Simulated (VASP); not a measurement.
## Au: single point with LDA

The system is Au.

```
Au
1.0
     2.95688    0.00000    0.00000
    -1.47844    2.56073    0.00000
     0.00000    0.00000    4.97571
Au
2
Direct
  0.33333 0.66667 0.75000
  0.66667 0.33333 0.25000
```

This cell differs from its parent crystal: volume scaled by 1.06.

```json
{
  "Program": "VASP 6.6.1",
  "Task": "single point",
  "Functional": "LDA",
  "Potentials or basis": "VASP PAW LDA potentials, release 64 (Au)",
  "Cutoff": "520 eV",
  "k mesh": "14 × 14 × 8",
  "Occupations": "fermi-dirac, width 0.03 eV",
  "Spin": "no spin polarisation"
}
```

| Item | Value |
| --- | --- |
| Pressure | -16.4 GPa |
| Band gap on the k mesh | zero (band 11 reaches 11.18 eV, above the bottom of band 12 at 5.20 eV) |

Stress tensor (GPa, compression positive):
```
-16.60   0.00   0.00
  0.00 -16.60   0.00
  0.00   0.00 -15.99
```

Levels at points of the mesh, in eV from the Fermi level:
| k point | band 7 | band 8 | band 9 | band 10 | band 11 | band 12 | band 13 | band 14 | band 15 | band 16 |
| --- | --- | --- | --- | --- | --- | --- | --- | --- | --- | --- |
| (0.00, 0.00, 0.00) | -3.81 | -3.20 | -3.20 | -2.05 | -2.05 | -0.70 | 2.21 | 14.64 | 15.55 | 16.62 |
| (0.50, 0.00, 0.00) | -3.25 | -1.86 | -1.78 | -1.63 | 0.39 | 1.37 | 5.45 | 6.62 | 6.93 | 10.01 |
| (0.00, 0.00, 0.50) | -4.10 | -4.10 | -2.44 | -2.44 | -2.44 | -2.44 | 9.93 | 9.93 | 14.87 | 14.87 |
| (0.50, 0.00, 0.50) | -2.21 | -2.21 | -1.69 | -1.69 | 0.67 | 0.67 | 3.47 | 3.47 | 12.70 | 12.70 |

Run time: 55 s on 1 thread of Intel Xeon 8259CL, on a shared host, peak memory 0.19 GiB.

Caveat: spin-orbit coupling is left out, which moves the levels of the heavy elements.
